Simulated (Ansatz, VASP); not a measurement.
## Ir: VASP beside Ansatz

```xyz
2
Lattice="2.9290 0.0000 0.0000 -1.4645 2.5366 0.0000 0.0000 0.0000 3.7986" Properties=species:S:1:pos:R:3 pbc="T T T"
Ir    1.4645    0.8455    2.8490
Ir    0.0000    1.6911    0.9497
```

Alike in both runs: task single point; functional PBEsol; k mesh 30 × 30 × 16; occupations gaussian, width 0.15 eV; no spin polarisation.

|  | VASP | Ansatz |
| --- | --- | --- |
| version | VASP 6.6.1 | Ansatz 0.2.0 |
| potentials or method | VASP PAW PBE potentials, release 64 (Ir), cutoff 520 eV | scalar-relativistic, plane waves, PAW |
| valence electrons in the cell | 18 | 34 |

Ansatz gave:

```
gap on the k mesh at the Fermi level (eV)                     : none
pressure (GPa)                                                : 19.4
traceless stress, the component that is largest in VASP (GPa) : 38.93
```

Task: Estimate VASP's values.

Result: gap on the k mesh at the Fermi level (eV): none; pressure (GPa): 20.6; traceless stress, the component that is largest in VASP (GPa): 39.04.

VASP's potentials were made for PBE, not for PBEsol. A gap of «none» marks a metal or a gap that the smearing closes. VASP's potentials hold 18 valence electrons a cell and Ansatz's 34, so a difference there can come from the potentials and not from the codes.

Neither program's run includes spin-orbit coupling.
